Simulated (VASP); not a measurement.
Set up this calculation in VASP 6.6.1, as the native input.

```
Task                   : single point
Functional             : PBE
Potentials or basis    : VASP PAW PBE potentials, release 64 (Er_3, Ag, C), 4f in core
Cutoff                 : 600 eV
k mesh                 : 6 × 6 × 4
Occupations            : gaussian, width 0.1 eV
Spin                   : no spin polarisation
Dipole correction      : no
Mended                 : yes
Further INCAR settings : ALGO = Normal; EDIFF = 1e-06; NBANDS = 19
```

The structure of ErAgC lies in POSCAR:

```
ErAgC
1.0
    3.9635193280     -0.0000000030      0.0000000000
   -1.9817596614      3.4325084280      0.0000000000
    0.0000000000      0.0000000000      4.2386991721
Er Ag C
1 1 1
Direct
    0.0000000000      0.0000000000      0.0000000000
    0.6666666667      0.3333333333      0.5000000000
    0.3333333333      0.6666666667      0.0000000000
```

The cell was built from a structure type or drawn by symmetry, and may not be a known phase.

One way to write it, as run:

INCAR

```
SYSTEM = ErAgC
PREC     = Accurate       ! precision mode
ENCUT    = 600            ! plane-wave cutoff, eV
EDIFF    = 1E-6           ! SCF threshold, eV
ISMEAR   = 0              ! smearing method
SIGMA    = 0.1            ! smearing width, eV
LREAL    = .FALSE.        ! projectors in reciprocal space
LASPH    = .TRUE.         ! aspherical terms in the spheres
NELM     = 200            ! most SCF steps
ALGO     = Normal         ! electronic algorithm
ISIF     = 2              ! what is computed and relaxed
LWAVE    = .FALSE.        ! write WAVECAR
LCHARG   = .FALSE.        ! write CHGCAR
GGA      = PE             ! functional
NBANDS   = 19             ! bands
GGA_COMPAT= .FALSE.      
LMAXMIX  = 6              ! l up to which the mixer works
```

KPOINTS

```
Automatic mesh
0
G
  6 6 4
  0 0 0
```

Potentials or basis: VASP PAW PBE potentials, release 64 (Er_3, Ag, C), 4f in core.

Launch:

```console
$ cat potpaw_PBE.64/Er_3/POTCAR potpaw_PBE.64/Ag/POTCAR potpaw_PBE.64/C/POTCAR > POTCAR
$ mpirun -np 1 vasp_std > vasp.out
```

It gave:

```yaml
Pressure: 0.7 GPa
Band_gap_on_the_k_mesh: zero (bands 12 and 13 overlap by 0.72 eV)
```

Caveat: the k points lie up to 0.37 Å⁻¹ apart, too coarse for converged energies and pressures of a metal; spin-orbit coupling is left out, which moves the levels of the heavy elements; the 4f electrons are frozen in the core, so they carry no moment and show no levels.

It took 16 s on 1 thread of Intel(R) Xeon(R) 6975P-C (Granite Rapids), on a shared host, peak memory 0.2 GiB.
